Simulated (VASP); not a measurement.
# Rh (I4/mmm) in VASP: notebook

Runs on Rh. Level: PBE. Tasks: single point.

All numbers are computed with VASP 6.6.1; they aren't measurements. Logs are shortened: lines on timing, memory, paths and dates and some standing lists are left out, and cuts for length are marked.

**1. The cell of the first run**

Symmetry: I4/mmm, No. 139, tetragonal system. The conventional cell has a = 2.783 Å, b = 2.783 Å, c = 3.706 Å, α = 90.00°, β = 90.00°, γ = 90.00°. Rh (site symmetry 4/mmm) has 12 Rh at 2.70 to 2.78 Å within 3.6 Å.

**2. Single point, PBE**

Input file INCAR:

```
SYSTEM = Rh
ALGO = Fast
EDIFF = 1E-6
ENCUT = 520
GGA = PE
ISIF = 2
ISMEAR = 0
LASPH = .TRUE.
LCHARG = .FALSE.
LREAL = .FALSE.
LWAVE = .FALSE.
NBANDS = 22
NELM = 100
PREC = Accurate
SIGMA = 0.1
```

Input file KPOINTS:

```
k-points
0
G
  9 9 18
  0 0 0
```

Input file POSCAR:

```
Rh
1.0
    3.9364226082      0.0000000000      0.0000000000
    0.0000000000      3.9364226082      0.0000000000
   -1.9682113041      0.0000000000      1.8529758280
Rh
2
Direct
    0.0000000000      0.0000000000      0.0000000000
    0.5000000000      0.5000000000      0.0000000000
```

Potentials or basis: VASP PAW PBE potentials, release 64 (Rh_pv).

Run with:

```bash
$ cat potpaw_PBE.64/Rh_pv/POTCAR > POTCAR
$ mpirun -np 1 vasp_std > vasp.out
```

OUTCAR:

```text
SYSTEM = Rh
   EDIFF = 1E-6
   ENCUT = 520
   GGA = PE
   ISIF = 2
   ISMEAR = 0
   LASPH = .TRUE.
   LREAL = .FALSE.
   NELM = 100
   PREC = Accurate

 ion  position               nearest neighbor table
   1  0.000  0.000  0.000-   2 2.70   2 2.70   2 2.70   2 2.70   2 2.78   2 2.78   2 2.78   2 2.78

   2  0.500  0.500  0.000-   1 2.70   1 2.70   1 2.70   1 2.70   1 2.78   1 2.78   1 2.78   1 2.78

  LATTYP: Found a base centered orthorhombic cell.
 ALAT       =     3.7059516560
 B/A-ratio  =     1.0621894114
 C/A-ratio  =     1.0621894114

  Lattice vectors:

 A1 = (  -1.9682113041,   0.0000000000,   1.8529758280)
 A2 = (   1.9682113041,   0.0000000000,   1.8529758280)
 A3 = (   0.0000000000,   3.9364226082,   0.0000000000)

Analysis of symmetry for initial positions (statically):
=====================================================================
 Subroutine PRICEL returns following result:

  LATTYP: Found a body centered tetragonal cell.
 ALAT       =     2.7834711199
 C/A-ratio  =     1.3314137264

  Lattice vectors:

 A1 = (   0.0000000000,   1.9682113041,  -1.8529758280)
 A2 = (   0.0000000000,  -1.9682113041,  -1.8529758280)
 A3 = (  -1.9682113041,   0.0000000000,   1.8529758280)

   2 primitive cells build up your supercell.

 Routine SETGRP: Setting up the symmetry group for a
 base centered orthorhombic supercell.

 Subroutine GETGRP returns: Found  8 space group operations
 (whereof  8 operations were pure point group operations)
 out of a pool of  8 trial point group operations.

The static configuration has the point symmetry D_2h.

Analysis of symmetry for dynamics (positions and initial velocities):
=====================================================================
 Subroutine PRICEL returns following result:

  LATTYP: Found a body centered tetragonal cell.
 ALAT       =     2.7834711199
 C/A-ratio  =     1.3314137264

  Lattice vectors:

 A1 = (   0.0000000000,   1.9682113041,  -1.8529758280)
 A2 = (   0.0000000000,  -1.9682113041,  -1.8529758280)
 A3 = (  -1.9682113041,   0.0000000000,   1.8529758280)

   2 primitive cells build up your supercell.

 Routine SETGRP: Setting up the symmetry group for a
 base centered orthorhombic supercell.

 Subroutine GETGRP returns: Found  8 space group operations
 (whereof  8 operations were pure point group operations)
 out of a pool of  8 trial point group operations.

The dynamic configuration has the point symmetry D_2h.

 Subroutine INISYM returns: Found  8 space group operations
 (whereof  8 operations are pure point group operations),
 and found     2 'primitive' translations

----------------------------------------------------------------------------------------

                                     Primitive cell

  volume of cell :      14.3563

  direct lattice vectors                    reciprocal lattice vectors
     0.000000000  1.968211304 -1.852975828    -0.254037765  0.254037765 -0.269836224
     0.000000000 -1.968211304 -1.852975828    -0.254037765 -0.254037765 -0.269836224
    -1.968211304  0.000000000  1.852975828    -0.508075529  0.000000000  0.000000000

  length of vectors
     2.703215707  2.703215707  2.703215707     0.449312763  0.449312763  0.508075529

  position of ions in fractional coordinates (direct lattice)
     0.000000000  0.000000000  0.000000000

  ion indices of the primitive-cell ions
   primitive index   ion index
                 1           1

----------------------------------------------------------------------------------------

 KPOINTS: k-points

Automatic generation of k-mesh.
 Grid dimensions read from file:
 generate k-points for:    9    9   18

 Generating k-lattice:

  Cartesian coordinates                     Fractional coordinates (reciprocal lattice)
     0.028226418  0.000000000  0.029981803     0.111111111  0.000000000  0.000000000
     0.000000000  0.028226418  0.000000000     0.000000000  0.111111111  0.000000000
     0.000000000  0.000000000  0.029981803     0.000000000  0.000000000  0.055555556

  Length of vectors
     0.041178140  0.028226418  0.029981803

  Shift w.r.t. Gamma in fractional coordinates (k-lattice)
     0.000000000  0.000000000  0.000000000

 Subroutine IBZKPT returns following result:
 ===========================================

 Found    250 irreducible k-points:

 Following reciprocal coordinates:
            Coordinates               Weight
  0.000000  0.000000  0.000000      1.000000
  0.111111  0.000000  0.000000      4.000000
  0.222222  0.000000 -0.000000      4.000000
  0.333333  0.000000 -0.000000      4.000000
  0.444444  0.000000 -0.000000      4.000000
  0.000000  0.111111  0.000000      2.000000
[... 16 lines left out ...]
  0.222222  0.444444 -0.000000      8.000000
  0.333333  0.444444 -0.000000      8.000000
 [... further k-points ...]
   k-points           NKPTS =    250   k-points in BZ     NKDIM =    250   number of bands    NBANDS=     22
   number of dos      NEDOS =    301   number of ions     NIONS =      2
   total plane-waves  NPLWV =  18000
   dimension x,y,z NGX =    30 NGY =   30 NGZ =   20
   dimension x,y,z NGXF=    60 NGYF=   60 NGZF=   40
   ions per type =               2
   NGX,Y,Z   is equivalent  to a cutoff of  12.67, 12.67, 12.30 a.u.
   NGXF,Y,Z  is equivalent  to a cutoff of  25.34, 25.34, 24.60 a.u.
 SYSTEM =  Rh
   PREC   = accura    normal or accurate (medium, high low for compatibility)
   ISTART =      0    job   : 0-new  1-cont  2-samecut
   ICHARG =      2    charge: 1-file 2-atom 10-const
   ISPIN  =      1    spin polarized calculation?
   LNONCOLLINEAR =      F non collinear calculations
   LSORBIT =      F    spin-orbit coupling
   LASPH  =      T    aspherical Exc in radial PAW
   ENCUT  =  520.0 eV  38.22 Ry    6.18 a.u.   7.32  7.32  5.03*2*pi/ulx,y,z
   NELM   =    100;   NELMIN=  2; NELMDL= -5     # of ELM steps
   EDIFF  = 0.1E-05   stopping-criterion for ELM
   LREAL  =      F    real-space projection
   EDIFFG = 0.1E-04   stopping-criterion for IOM
   NSW    =      0    number of steps for IOM
   IBRION =     -1    ionic relax: 0-MD 1-quasi-New 2-CG
   NFREE  =      0    steps in history (QN), initial steepest desc. (CG)
   ISIF   =      2    stress and relaxation
   ISYM   =      2    0-nonsym 1-usesym 2-fastsym
   POTIM  = 0.5000    time-step for ionic-motion
   TEBEG  =    0.0;   TEEND  =   0.0 temperature during run
   PSTRESS=    0.0 pullay stress
   NELECT =      30.0000    total number of electrons
   NUPDOWN=      -1.0000    fix difference up-down
   EMIN   =  10.00;   EMAX   =-10.00  energy-range for DOS
   EFERMI =   0.00;   METHOD = LEGACY
   ISMEAR =     0;   SIGMA  =   0.10  broadening in eV -4-tet -1-fermi 0-gaus
   EFERMI_NEDOS =   21; number of points for ismear=-14 and -15
   IALGO  =     68    algorithm
   IMIX   =      4    mixing-type and parameters
     AMIX     =   0.40;   BMIX     =  1.00
     AMIX_MAG =   1.60;   BMIX_MAG =  1.00
  volume/ion in A,a.u.               =      14.36        96.88
  Fermi-wavevector in a.u.,A,eV,Ry     =   1.661209  3.139229 37.546831  2.759614
  Thomas-Fermi vector in A             =   2.748312
   LORBIT       =      0    0 simple, 1 ext, 2 COOP (PROOUT), +10 PAW based schemes
   GGA     = PE    functional components
   LHFCALC =     F    Hartree Fock is set to
   AEXX    =    0.0000 exact exchange contribution
   IVDW    =     0    specifies the selected vdW correction
   LEPSILON=     F    determine dielectric tensor
   LRPA    =     F    only Hartree local field effects (RPA)
 non-spin polarized calculation
 RMM-DIIS sequential band-by-band and
 Gauss-broadening in eV      SIGMA  =   0.10
  energy-cutoff  :      520.00
  volume of cell :       28.71
 maximum number of plane-waves:       799
 NGX is ok and might be reduce to    30
   NGX = 15   NGY = 15   NGZ = 11

 number of electron      29.9999989 magnetization

 Free energy of the ion-electron system (eV)
  ---------------------------------------------------
  ext. energy  EPLUGINS =         0.00000000
  ---------------------------------------------------
  free energy    TOTEN  =       -14.46790877 eV

  energy without entropy =      -14.45362899  energy(sigma->0) =      -14.46076888

 E-fermi :  11.1225     XC(G=0): -13.7531

 val. band max:       11.1220689468   @ k =   0.0000   0.1111   0.0556
 cond. band min:      11.1237407803   @ k =  -0.4444   0.4444   0.1111
 fundamental gap:      0.0016718335
 Fermi energy:        11.1225280078

 k-point     1 :       0.0000    0.0000    0.0000
  band No.  band energies     occupation
      1     -35.7736      2.00000
      2     -35.3981      2.00000
      3     -35.3536      2.00000
      4     -35.1827      2.00000
      5     -35.1827      2.00000
      6     -35.1480      2.00000
[... 14 lines left out ...]
     21      24.9006      0.00000
     22      27.2077      0.00000

 k-point     2 :       0.1111    0.0000    0.0000
  band No.  band energies     occupation
      1     -35.7520      2.00000
      2     -35.4204      2.00000
      3     -35.3587      2.00000
      4     -35.2215      2.00000
      5     -35.1965      2.00000
      6     -35.1626      2.00000
[... 14 lines left out ...]
     21      25.2633      0.00000
     22      27.6268      0.00000

 k-point     3 :       0.2222    0.0000   -0.0000
  band No.  band energies     occupation
      1     -35.6910      2.00000
      2     -35.5055      2.00000
      3     -35.3467      2.00000
      4     -35.3379      2.00000
      5     -35.2376      2.00000
      6     -35.1760      2.00000
[... 14 lines left out ...]
     21      27.0027      0.00000
     22      28.4487      0.00000
[... 476 lines left out ...]
 k-point    23 :       0.2222    0.4444   -0.0000
  band No.  band energies     occupation
      1     -35.6331      2.00000
      2     -35.5767      2.00000
      3     -35.3176      2.00000
      4     -35.2746      2.00000
      5     -35.2679      2.00000
      6     -35.2329      2.00000
[... 14 lines left out ...]
     21      28.0802      0.00000
     22      28.4857      0.00000

 k-point    24 :       0.3333    0.4444   -0.0000
  band No.  band energies     occupation
      1     -35.7301      2.00000
      2     -35.6995      2.00000
      3     -35.3172      2.00000
      4     -35.2848      2.00000
      5     -35.2462      2.00000
      6     -35.2216      2.00000
[... 14 lines left out ...]
     21      27.2689      0.00000
     22      27.3828      0.00000

 [... further k-points ...]
[... 5 lines left out ...]
  --------------------------------------------------------------------------------------
  -------------------------------------------------------------------------------------
  Total       -1.5969031     -1.5968740      0.5954631      0.0000000      0.0000000     -0.0000000
  in kB      -89.1078480    -89.1062268     33.2270840      0.0000000      0.0000000     -0.0000000
  external PRESSURE =     -48.3289969 kB  Pullay stress =       0.0000000 kB

 VOLUME and BASIS-vectors are now :
 -----------------------------------------------------------------------------
  energy-cutoff  :      520.00
  volume of cell :       28.71
      direct lattice vectors                 reciprocal lattice vectors
     3.936422608  0.000000000  0.000000000     0.254037765  0.000000000  0.269836224
     0.000000000  3.936422608  0.000000000     0.000000000  0.254037765  0.000000000
    -1.968211304  0.000000000  1.852975828     0.000000000  0.000000000  0.539672447

 POSITION                                       TOTAL-FORCE (eV/Angst)
 -----------------------------------------------------------------------------------
      0.00000      0.00000      0.00000         0.000000      0.000000      0.000000
      1.96821      1.96821      0.00000        -0.000000     -0.000000     -0.000000
 -----------------------------------------------------------------------------------
    total drift:                                0.000000      0.000000     -0.000000

  FREE ENERGIE OF THE ION-ELECTRON SYSTEM (eV)
  ---------------------------------------------------
  free  energy   TOTEN  =       -14.4679087721 eV

  energy  without entropy=      -14.4536289907  energy(sigma->0) =      -14.46076888
```

It took 94 s on 1 thread of Intel Xeon 6975P-C (Granite Rapids), shared host; peak memory 0.24 GiB.

What came out:

```
Free energy            : -14.4679 eV
Pressure               : -4.8 GPa
Band gap on the k mesh : zero (band 15 reaches 12.15 eV, above the bottom of band 16 at 10.05 eV)
```

Stress tensor (GPa, compression positive):
```
-8.91  0.00  0.00
 0.00 -8.91  0.00
 0.00  0.00  3.32
```

(Part 1 of 2 ends here.)
